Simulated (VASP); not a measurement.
Here is a VASP 6.6.1 calculation.

The input INCAR:

```
PREC     = Accurate       # precision mode
ENCUT    = 600            # plane-wave cutoff, eV
EDIFF    = 1E-6           # SCF threshold, eV
ISMEAR   = 0              # smearing method
SIGMA    = 0.05           # smearing width, eV
LREAL    = F              # projectors in reciprocal space
LASPH    = T              # aspherical terms in the spheres
NELM     = 200            # most SCF steps
ALGO     = Normal         # electronic algorithm
ISIF     = 2              # what is computed and relaxed
LWAVE    = F              # write WAVECAR
LCHARG   = F              # write CHGCAR
LMAXMIX  = 4              # l up to which the mixer works
LDAU     = T              # DFT+U
LDAUTYPE = 2            
LDAUL    = 2 -1           # shell
LDAUU    = 4 0            # U, eV
LDAUJ    = 0 0          
LDAUPRINT= 1            
GGA      = PE             # functional
NBANDS   = 33             # bands
GGA_COMPAT= F
```

The input KPOINTS:

```
regular mesh
0
Gamma
  6 6 10
```

The input POSCAR:

```
TiO2
1.0
    4.8259977085      0.0000000000      0.0000000000
    0.0000000000      4.8259977085      0.0000000000
    0.0000000000      0.0000000000      3.0063836717
Ti O
2 4
Direct
    0.0000000000      0.0000000000      0.0000000000
    0.5000000000      0.5000000000      0.5000000000
    0.3056475955      0.3056475955      0.0000000000
    0.1943524045      0.8056475955      0.5000000000
    0.6943524045      0.6943524045      0.0000000000
    0.8056475955      0.1943524045      0.5000000000
```

Potentials or basis: VASP PAW PBE potentials, release 64 (Ti_sv, O).

The run is started by

```console
$ cat potpaw_PBE.64/Ti_sv/POTCAR potpaw_PBE.64/O/POTCAR > POTCAR
$ mpirun -np 1 vasp_std > vasp.out
```

Task: Predict the pressure.

Result: -10.5 GPa.

Task: Estimate the largest force.

Result: 0.265 eV/Å.

Task: Predict the band gap on the k mesh.

Result: 2.12 eV (least direct gap 2.15 eV).

Eigenvalues of the final occupation matrices:
```tsv
site	spin	trace	eigenvalues
site 1 d	1	0.75	0.08 0.09 0.10 0.22 0.26
site 1 d	2	0.75	0.08 0.09 0.10 0.22 0.26
site 2 d	1	0.75	0.08 0.09 0.10 0.22 0.26
site 2 d	2	0.75	0.08 0.09 0.10 0.22 0.26
```

Caveat: the stress differs along the axes, from -12 to -7 GPa. A k mesh can miss the band edges.
